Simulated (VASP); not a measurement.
Wanted: the native input for a VASP 6.6.1 run.

```yaml
Task: single point
Functional: r2SCAN
Potentials_or_basis: VASP PAW PBE potentials, release 64 (Si)
Cutoff: 520 eV
k_mesh: 8 × 8 × 8
Occupations: gaussian, width 0.15 eV
Spin: no spin polarisation
Dipole_correction: no
Further_INCAR_settings: ALGO = Normal; EDIFF = 1e-06; NBANDS = 26
```

The system is Si.

```
Si
1.0
    -3.32361    3.32361    3.32361
     3.32361   -3.32361    3.32361
     3.32361    3.32361   -3.32361
Si
8
Direct
  0.23614 0.23614 0.23614
  0.50000 0.00000 0.29860
  0.29860 0.50000 0.00000
  0.00000 0.29860 0.50000
  0.79860 0.79860 0.79860
  0.50000 0.00000 0.70140
  0.70140 0.50000 0.00000
  0.00000 0.70140 0.50000
```

This cell differs from its parent crystal: atom 1 (Si) moved -0.200 Å towards its neighbour atom 5 (Si) at 2.319 Å.

One way to write it, as run:

POSCAR

```
Si
1.0
   -3.3236145461      3.3236145461      3.3236145461
    3.3236145461     -3.3236145461      3.3236145461
    3.3236145461      3.3236145461     -3.3236145461
Si
8
Direct
    0.2361419638      0.2361419638      0.2361419638
    0.5000000000      0.0000000000      0.2986003483
    0.2986003483      0.5000000000      0.0000000000
    0.0000000000      0.2986003483      0.5000000000
    0.7986003483      0.7986003483      0.7986003483
    0.5000000000      0.0000000000      0.7013996517
    0.7013996517      0.5000000000      0.0000000000
    0.0000000000      0.7013996517      0.5000000000
```

INCAR.step1

```
SYSTEM = Si
PREC = Accurate
ENCUT = 520
ISMEAR = 0
SIGMA = 0.15
LREAL = .FALSE.
LASPH = .TRUE.
NELM = 60
NBANDS = 26
GGA = PE
ALGO = Normal
EDIFF = 1E-4
LWAVE = .TRUE.
LCHARG = .FALSE.
```

INCAR.step2

```
SYSTEM = Si
PREC = Accurate
ENCUT = 520
EDIFF = 1E-6
ISMEAR = 0
SIGMA = 0.15
LREAL = .FALSE.
LASPH = .TRUE.
NELM = 60
ALGO = Normal
ISIF = 2
LWAVE = .FALSE.
LCHARG = .TRUE.
METAGGA = R2SCAN
LMIXTAU = .TRUE.
LELF = .TRUE.
LVHAR = .TRUE.
NBANDS = 26
ISTART = 1
```

KPOINTS

```
regular mesh
0
G
  8 8 8
  0 0 0
```

Potentials or basis: VASP PAW PBE potentials, release 64 (Si).

Run with:

```sh
$ cat potpaw_PBE.64/Si/POTCAR > POTCAR
$ cp INCAR.step1 INCAR
$ mpirun -np 1 vasp_std > vasp.out
$ cp INCAR.step2 INCAR
$ mpirun -np 1 vasp_std > vasp.out
```

Results of the run:

- Pressure: -1.0 GPa
- Largest force: 1.234 eV/Å

Caveat: the cell differs from its parent crystal (atom 1 (Si) moved -0.200 Å towards its neighbour atom 5 (Si) at 2.319 Å); the PAW data sets were made with another functional, which shifts forces and pressure a little.

Run time: 10 min on 1 thread of Intel(R) Xeon(R) 6975P-C (Granite Rapids) (shared host), peak memory 0.49 GiB.
